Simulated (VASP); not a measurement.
# BP (F-43m) in VASP: a series of runs, part 2 of 2

VASP 6.6.1.

## (3) Single point, LDA (9.79 Å³/atom)

This run uses another cell than the first one, of 9.79 Å³/atom.

Contents of INCAR:

```
  ALGO = Normal
  EDIFF = 1E-6
  ENCUT = 500
  GGA = CA
  GGA_COMPAT = F
  ISIF = 2
  ISMEAR = 0
  LASPH = T
  LCHARG = F
  LREAL = F
  LWAVE = F
  NBANDS = 11
  NELM = 120
  PREC = Accurate
  SIGMA = 0.01
```

Contents of KPOINTS:

```
k-points
0
Gamma
  10 10 10
```

Contents of POSCAR:

```
BP
1.0
    0.0000000000      2.1394742201      2.1394742201
    2.1394742201      0.0000000000      2.1394742201
    2.1394742201      2.1394742201      0.0000000000
B P
1 1
Direct
    0.0000000000      0.0000000000      0.0000000000
    0.2500000000      0.2500000000      0.2500000000
```

Potentials or basis: VASP PAW LDA potentials, release 64 (B, P).

Launch:

```console
$ cat potpaw_LDA.64/B/POTCAR potpaw_LDA.64/P/POTCAR > POTCAR
$ mpirun -np 1 vasp_std > vasp.out
```

OUTCAR:

```text
EDIFF = 1E-6
   ENCUT = 500
   GGA = CA
   ISIF = 2
   ISMEAR = 0
   LASPH = T
   LREAL = F
   NELM = 120
   PREC = Accurate

 ion  position               nearest neighbor table
   1  0.000  0.000  0.000-   2 1.85   2 1.85   2 1.85   2 1.85
   2  0.250  0.250  0.250-   1 1.85   1 1.85   1 1.85   1 1.85

  LATTYP: Found a face centered cubic cell.
 ALAT       =     4.2789484402

  Lattice vectors:

 A1 = (   0.0000000000,   2.1394742201,   2.1394742201)
 A2 = (   2.1394742201,   0.0000000000,   2.1394742201)
 A3 = (   2.1394742201,   2.1394742201,   0.0000000000)

Analysis of symmetry for initial positions (statically):
=====================================================================
 Subroutine PRICEL returns:
 Original cell was already a primitive cell.

 Routine SETGRP: Setting up the symmetry group for a
 face centered cubic supercell.

 Subroutine GETGRP returns: Found 24 space group operations
 (whereof 24 operations were pure point group operations)
 out of a pool of 48 trial point group operations.

The static configuration has the point symmetry T_d .

Analysis of symmetry for dynamics (positions and initial velocities):
=====================================================================
 Subroutine PRICEL returns:
 Original cell was already a primitive cell.

 Routine SETGRP: Setting up the symmetry group for a
 face centered cubic supercell.

 Subroutine GETGRP returns: Found 24 space group operations
 (whereof 24 operations were pure point group operations)
 out of a pool of 48 trial point group operations.

The dynamic configuration has the point symmetry T_d .

 Subroutine INISYM returns: Found 24 space group operations
 (whereof 24 operations are pure point group operations),
 and found     1 'primitive' translations

----------------------------------------------------------------------------------------

                                     Primitive cell

[... 117 lines left out ...]
   AEXX    =    0.0000 exact exchange contribution
   IVDW    =     0    specifies the selected vdW correction
   LEPSILON=     F    determine dielectric tensor
   LRPA    =     F    only Hartree local field effects (RPA)
 non-spin polarized calculation
 Gauss-broadening in eV      SIGMA  =   0.01
  energy-cutoff  :      500.00
  volume of cell :       19.59
 maximum number of plane-waves:       531
 NGX is ok and might be reduce to    24
   NGX = 11   NGY = 11   NGZ = 11

 number of electron       8.0000001 magnetization

 Free energy of the ion-electron system (eV)
  ---------------------------------------------------
  ext. energy  EPLUGINS =         0.00000000
  ---------------------------------------------------
  free energy    TOTEN  =       -14.11815867 eV

  energy without entropy =      -14.11815867  energy(sigma->0) =      -14.11815867

 E-fermi :   9.7615     XC(G=0): -11.8314

 val. band max:        9.6327708094   @ k =   0.0000   0.0000   0.0000
 cond. band min:      10.5895781927   @ k =   0.5000   0.5000   0.0000
 fundamental gap:      0.9568073834
 Fermi energy:         9.7614715069

 k-point     1 :       0.0000    0.0000    0.0000
  band No.  band energies     occupation
      1      -7.3876      2.00000
      2       9.6328      2.00000
      3       9.6328      2.00000
      4       9.6328      2.00000
      5      13.3602      0.00000
      6      13.3602      0.00000
      7      13.3602      0.00000
      8      19.8129      0.00000
      9      22.2936      0.00000
     10      22.3783      0.00000
     11      22.3783      0.00000
[... 309 lines left out ...]
 k-point    24 :       0.4000    0.3000    0.0000
  band No.  band energies     occupation
      1      -3.9795      2.00000
      2       3.1750      2.00000
      3       4.9323      2.00000
      4       5.5788      2.00000
      5      11.2817      0.00000
      6      13.1336      0.00000
      7      20.2268      0.00000
      8      20.4274      0.00000
      9      25.6383      0.00000
     10      26.0128      0.00000
     11      29.3087      0.00000

 [... further k-points ...]

------------------------ aborting loop because EDIFF is reached ----------------------------------------

  FORCE on cell =-STRESS in cart. coord.  units (eV):
  Direction    XX          YY          ZZ          XY          YZ          ZX
  --------------------------------------------------------------------------------------
  -------------------------------------------------------------------------------------
  Total        4.0363842      4.0363842      4.0363842      0.0000000      0.0000000      0.0000000
  in kB      330.1808750    330.1808750    330.1808750      0.0000000      0.0000000      0.0000000
  external PRESSURE =     330.1808750 kB  Pullay stress =       0.0000000 kB

 VOLUME and BASIS-vectors are now :
 -----------------------------------------------------------------------------
  energy-cutoff  :      500.00
  volume of cell :       19.59
      direct lattice vectors                 reciprocal lattice vectors
     0.000000000  2.139474220  2.139474220    -0.233702278  0.233702278  0.233702278
     2.139474220  0.000000000  2.139474220     0.233702278 -0.233702278  0.233702278
     2.139474220  2.139474220  0.000000000     0.233702278  0.233702278 -0.233702278

 POSITION                                       TOTAL-FORCE (eV/Angst)
 -----------------------------------------------------------------------------------
      0.00000      0.00000      0.00000         0.000000      0.000000      0.000000
      1.06974      1.06974      1.06974        -0.000000     -0.000000     -0.000000
 -----------------------------------------------------------------------------------
    total drift:                               -0.000000     -0.000000      0.000000

  FREE ENERGIE OF THE ION-ELECTRON SYSTEM (eV)
  ---------------------------------------------------
  free  energy   TOTEN  =       -14.1181586652 eV

  energy  without entropy=      -14.1181586652  energy(sigma->0) =      -14.11815867
```

OSZICAR:

```text
N       E                     dE             d eps       ncg     rms          rms(c)
DAV:   1     0.773979303254E+01    0.77398E+01   -0.41220E+03  1042   0.645E+02
DAV:   2    -0.148338032135E+02   -0.22574E+02   -0.21601E+02  1355   0.115E+02
DAV:   3    -0.154130175214E+02   -0.57921E+00   -0.57785E+00  1312   0.157E+01
DAV:   4    -0.154148985471E+02   -0.18810E-02   -0.18808E-02  1192   0.105E+00
DAV:   5    -0.154149061428E+02   -0.75957E-05   -0.75956E-05  1283   0.671E-02    0.945E+00
DAV:   6    -0.143149585716E+02    0.10999E+01   -0.21858E+00  1184   0.699E+00    0.495E+00
DAV:   7    -0.141318549879E+02    0.18310E+00   -0.48572E-01  1292   0.352E+00    0.150E+00
DAV:   8    -0.141181104835E+02    0.13745E-01   -0.38245E-02  1212   0.114E+00    0.280E-01
DAV:   9    -0.141181660324E+02   -0.55549E-04   -0.79459E-04  1205   0.208E-01    0.208E-01
DAV:  10    -0.141181570513E+02    0.89811E-05   -0.11254E-04  1184   0.603E-02    0.376E-02
DAV:  11    -0.141181590768E+02   -0.20255E-05   -0.12893E-05  1223   0.175E-02    0.562E-02
DAV:  12    -0.141181586652E+02    0.41162E-06   -0.27334E-06   841   0.759E-03
   1 F= -.14118159E+02 E0= -.14118159E+02  d E =-.196090E-76
```

Wall time 6 s (1 thread of Intel Xeon Platinum 8259CL at 2.50GHz (Skylake/Cascade Lake), shared host); peak memory 0.12 GiB.

What came out:

```
Free energy            : -14.1182 eV
Pressure               : 33.0 GPa
Band gap on the k mesh : 0.96 eV (least direct gap 3.73 eV)
```

Levels at points of the mesh, in eV from the valence-band top:
```tsv
k point	band 1	band 2	band 3	band 4	band 5	band 6	band 7	band 8	band 9
(0.00, 0.00, 0.00)	-17.02	0.00	0.00	0.00	3.73	3.73	3.73	10.18	12.66
(0.50, 0.00, 0.00)	-12.97	-10.33	-1.94	-1.94	4.81	4.81	4.91	10.57	15.81
(0.50, 0.50, 0.00)	-11.23	-9.41	-4.74	-4.74	0.96	1.44	13.71	13.71	17.29
```

Caveat: the cell stands under pressure.

## (4) Single point, LDA (9.33 Å³/atom)

This run uses another cell than the first one, of 9.33 Å³/atom.

Contents of INCAR:

```
PREC     = Accurate       # precision mode
ENCUT    = 500            # plane-wave cutoff, eV
EDIFF    = 1E-6           # SCF threshold, eV
ISMEAR   = 0              # smearing method
SIGMA    = 0.01           # smearing width, eV
LREAL    = F              # projectors in reciprocal space
LASPH    = T              # aspherical terms in the spheres
NELM     = 120            # most SCF steps
ALGO     = Normal         # electronic algorithm
ISIF     = 2              # what is computed and relaxed
LWAVE    = F              # write WAVECAR
LCHARG   = F              # write CHGCAR
GGA      = CA             # functional
NBANDS   = 11             # bands
GGA_COMPAT= F
```

Contents of KPOINTS:

```
Automatic mesh
0
Gamma
  10 10 10
```

Contents of POSCAR:

```
BP
1.0
    0.0000000000      2.1049605360      2.1049605360
    2.1049605360      0.0000000000      2.1049605360
    2.1049605360      2.1049605360      0.0000000000
B P
1 1
Direct
    0.0000000000      0.0000000000      0.0000000000
    0.2500000000      0.2500000000      0.2500000000
```

Launch:

```console
$ cat potpaw_LDA.64/B/POTCAR potpaw_LDA.64/P/POTCAR > POTCAR
$ mpirun -np 1 vasp_std > vasp.out
```

Run time: 7.2 s. Hardware: 1 thread of Intel Xeon Platinum 8259CL at 2.50GHz (Skylake/Cascade Lake), shared host; peak memory 0.12 GiB.

The run converged. Its results:

* Free energy: -13.8825 eV
* Pressure: 48.3 GPa
* Band gap on the k mesh: 0.86 eV (least direct gap 3.86 eV)

Levels at points of the mesh, in eV from the valence-band top:
```csv
k point,band 1,band 2,band 3,band 4,band 5,band 6,band 7,band 8,band 9
"(0.00, 0.00, 0.00)",-17.50,0.00,0.00,0.00,3.86,3.86,3.86,10.98,12.92
"(0.50, 0.00, 0.00)",-13.23,-10.71,-1.98,-1.98,4.86,4.86,5.25,10.76,16.18
"(0.50, 0.50, 0.00)",-11.43,-9.67,-4.91,-4.91,0.86,1.42,14.21,14.21,18.00
```

Caveat: the cell stands under pressure. A k mesh can miss the band edges.

## (5) Single point, LDA (10.26 Å³/atom)

This run uses another cell than the first one, of 10.26 Å³/atom.

Contents of INCAR:

```
SYSTEM = BP
PREC = Accurate ; ENCUT = 500
EDIFF = 1E-6 ; ISMEAR = 0
SIGMA = 0.01 ; LREAL = .FALSE.
LASPH = .TRUE. ; NELM = 120
ALGO = Normal ; ISIF = 2
LWAVE = .FALSE. ; LCHARG = .FALSE.
NBANDS = 11 ; GGA_COMPAT = .FALSE.
```

Contents of KPOINTS:

```
Automatic mesh
0
G
  10 10 10
  0 0 0
```

Contents of POSCAR:

```
BP
1.0
    0.0000000000      2.1729089052      2.1729089052
    2.1729089052      0.0000000000      2.1729089052
    2.1729089052      2.1729089052      0.0000000000
B P
1 1
Direct
    0.0000000000      0.0000000000      0.0000000000
    0.2500000000      0.2500000000      0.2500000000
```

Launch:

```console
$ cat potpaw_LDA.64/B/POTCAR potpaw_LDA.64/P/POTCAR > POTCAR
$ mpirun -np 1 vasp_std > vasp.out
```

Run time: 6 s. Hardware: 1 thread of Intel Xeon Platinum 8259CL at 2.50GHz (Skylake/Cascade Lake), shared host; peak memory 0.12 GiB.

Results (log left out):

```yaml
Free_energy: -14.2732 eV
Pressure: 20.5 GPa
Band_gap_on_the_k_mesh: 1.03 eV (least direct gap 3.62 eV)
```

Levels at points of the mesh, in eV from the valence-band top:
```csv
k point,band 2,band 3,band 4,band 5,band 6,band 7
"(0.00, 0.00, 0.00)",0.00,0.00,0.00,3.62,3.62,3.62
"(0.50, 0.00, 0.00)",-9.97,-1.89,-1.89,4.60,4.78,4.78
"(0.50, 0.50, 0.00)",-9.16,-4.57,-4.57,1.05,1.46,13.25
```

Caveat: the cell stands under pressure. A k mesh can miss the band edges.

## (6) The runs side by side

```csv
cell,gap on the mesh (eV),pressure (GPa)
"a = 2.926 Å, angles 60.0°, 2 atoms",0.75,67.1
"a = 3.026 Å, angles 60.0°, 2 atoms",0.96,33.0
"a = 2.977 Å, angles 60.0°, 2 atoms",0.86,48.3
"a = 3.073 Å, angles 60.0°, 2 atoms",1.03,20.5
```

Alike in all rows: task single point; level LDA; potentials or basis VASP PAW LDA potentials, release 64 (B, P); no spin polarisation; k mesh 10 × 10 × 10; cutoff (eV) 500; smearing gaussian 0.01 eV.

Caveats: the cell stands under pressure.

Total energies depend on the potentials used, so only differences within one code and one set of settings carry meaning.
